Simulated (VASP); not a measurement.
## Hf: single point with LDA

Hf:

```
CELL_PARAMETERS angstrom
0.00000 2.22000 2.22000
2.10900 0.00000 2.22000
2.10900 2.22000 0.00000
ATOMIC_POSITIONS crystal
Hf 0.00000 0.00000 0.00000
```

This cell differs from its parent crystal: strain -0.0500 x Voigt [1, 0, 0, 0, 0, 0].

* Program: VASP 6.6.1
* Task: single point
* Functional: LDA
* Potentials or basis: VASP PAW LDA potentials, release 64 (Hf_pv)
* Cutoff: 520 eV
* k mesh: 18 × 18 × 18
* Occupations: gaussian, width 0.15 eV
* Spin: no spin polarisation

| Property | Result |
| --- | --- |
| Pressure | -0.3 GPa |
| Band gap on the k mesh | zero (bands 5 and 6 overlap by 2.00 eV) |

Stress tensor (GPa, compression positive):
```
 1.39  0.00  0.00
 0.00 -1.17  0.00
 0.00  0.00 -1.17
```

Levels at points of the mesh, in eV from the Fermi level:
| k point | band 3 | band 4 | band 5 | band 6 | band 7 | band 8 |
| --- | --- | --- | --- | --- | --- | --- |
| (0.00, 0.00, 0.00) | -29.59 | -7.39 | 1.17 | 1.17 | 1.78 | 3.90 |
| (0.50, 0.00, 0.00) | -29.70 | -3.85 | 0.74 | 1.01 | 1.47 | 6.50 |
| (0.50, 0.50, 0.00) | -29.90 | -3.61 | -2.36 | 2.79 | 6.67 | 7.08 |
| (0.00, 0.50, 0.50) | -30.04 | -3.52 | -2.53 | 3.67 | 6.70 | 7.44 |

It took 31 s on 1 thread of Intel(R) Xeon(R) 6975P-C (Granite Rapids), on a shared host, peak memory 0.21 GiB.

Caveat: the cell differs from its parent crystal (strain -0.0500 x Voigt [1, 0, 0, 0, 0, 0]); spin-orbit coupling is left out, which moves the levels of the heavy elements.
